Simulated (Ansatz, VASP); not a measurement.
# Two plane-wave programs on AlB3P4

File INCAR:

```
SYSTEM = AlB3P4
ALGO = Normal
EDIFF = 1E-7
ENCUT = 520
GGA = PE
ISIF = 2
ISMEAR = 0
LASPH = .True.
LCHARG = .False.
LREAL = .False.
LWAVE = .False.
NBANDS = 26
NELM = 60
PREC = Accurate
SIGMA = 0.1
```

Contents of KPOINTS:

```
k-points
0
Gamma
  6 6 6
  0 0 0
```

Contents of POSCAR:

```
AlB3P4
1.0
   -2.4587013800      2.4587013800      4.9174027600
    2.4587013800     -2.4587013800      4.9174027600
    2.4587013800      2.4587013800     -4.9174027600
Al B P
1 3 4
Direct
    0.0000000000      0.0000000000      0.0000000000
    0.5000000000      0.5000000000      0.0000000000
    0.2500000000      0.7500000000      0.5000000000
    0.7500000000      0.2500000000      0.5000000000
    0.6250000000      0.6250000000      0.5000000000
    0.1250000000      0.1250000000      0.5000000000
    0.8750000000      0.3750000000      0.0000000000
    0.3750000000      0.8750000000      0.0000000000
```

Input for Ansatz:

```yaml
crystal:
  lattice:
    - [-2.45870138, 2.45870138, 4.91740276]
    - [2.45870138, -2.45870138, 4.91740276]
    - [2.45870138, 2.45870138, -4.91740276]
  atoms:
    - { symbol: Al, position: [0.0, 0.0, 0.0] }
    - { symbol: B, position: [0.5, 0.5, 0.0] }
    - { symbol: B, position: [0.25, 0.75, 0.5] }
    - { symbol: B, position: [0.75, 0.25, 0.5] }
    - { symbol: P, position: [0.625, 0.625, 0.5] }
    - { symbol: P, position: [0.125, 0.125, 0.5] }
    - { symbol: P, position: [0.875, 0.375, 0.0] }
    - { symbol: P, position: [0.375, 0.875, 0.0] }
basis:
  ecutwfc: 420
kpoints:
  mp_grid: { grid: [6, 6, 6] }
hamiltonian:
  xc: pbe
scf:
  occupations: { method: gaussian, width: 0.1 }
  lower_state_search: "off"
output:
  forces: true
  stress: true
  eigenvalues: true
```

Alike in both runs: task single point; functional PBE; k mesh 6 × 6 × 6; occupations gaussian, width 0.1 eV; no spin polarisation.

```csv
,VASP,Ansatz
version,VASP 6.6.1,Ansatz 0.2.0
potentials or method,"VASP PAW PBE potentials, release 64 (Al, B, P), cutoff 520 eV","scalar-relativistic, plane waves, PAW"
valence electrons in the cell,32,32
```

|  | VASP | Ansatz | Ansatz less VASP |
| --- | --- | --- | --- |
| gap on the k mesh at the Fermi level (eV) | 1.12 | 1.12 | +0.002 |
| least direct gap on the mesh (eV) | 1.49 | 1.49 | +0.002 |
| pressure (GPa) | -3.0 | -2.9 | +0.13 |
| rms of the force components (eV/Å) | 1.911 | 1.914 | +0.0030 |

Atom by atom the forces differ by 0.003 eV/Å (rms over components).
